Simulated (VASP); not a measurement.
Set up this calculation in VASP 6.6.1, as the native input.

```yaml
Task: single point
Functional: PBEsol
Potentials_or_basis: VASP PAW PBE potentials, release 64 (Hf_pv, B)
Cutoff: 520 eV
k_mesh: 16 × 16 × 12
Occupations: gaussian, width 0.1 eV
Spin: no spin polarisation
Dipole_correction: no
Further_INCAR_settings: ALGO = Normal; EDIFF = 1e-06; NBANDS = 21
```

The structure of HfB lies in POSCAR:

```
HfB
1.0
    2.3939476695      2.3939476695      0.0000000000
   -2.3939476695      2.3939476695      0.0000000000
    0.0000000000      0.0000000000      4.7878953390
Hf B
2 2
Direct
    0.5000000000      0.5000000000      0.0000000000
    0.0000000000      0.0000000000      0.5000000000
    0.0000000000      0.0000000000      0.0000000000
    0.5000000000      0.5000000000      0.5000000000
```

These files were run (other wordings do the same):

INCAR

```
SYSTEM = HfB
PREC = Accurate ; ENCUT = 520
EDIFF = 1E-6 ; ISMEAR = 0
SIGMA = 0.1 ; LREAL = .FALSE.
LASPH = .TRUE. ; NELM = 80
ALGO = Normal ; ISIF = 2
LWAVE = .FALSE. ; LCHARG = .FALSE.
GGA = PS ; NBANDS = 21
```

KPOINTS

```
regular mesh
0
G
  16 16 12
  0 0 0
```

Potentials or basis: VASP PAW PBE potentials, release 64 (Hf_pv, B).

Launch:

```console
$ cat potpaw_PBE.64/Hf_pv/POTCAR potpaw_PBE.64/B/POTCAR > POTCAR
$ mpirun -np 1 vasp_std > vasp.out
```

It gave:

* Pressure: 0.3 GPa
* Band gap on the k mesh: zero (band 13 reaches 6.38 eV, above the bottom of band 14 at 3.07 eV)

Caveat: the PAW data sets were made with another functional, which shifts forces and pressure a little; spin-orbit coupling is left out, which moves the levels of the heavy elements.

Wall time 5.1 min on 1 thread of Intel Xeon 6975P-C, with other jobs on the host, peak memory 0.43 GiB.
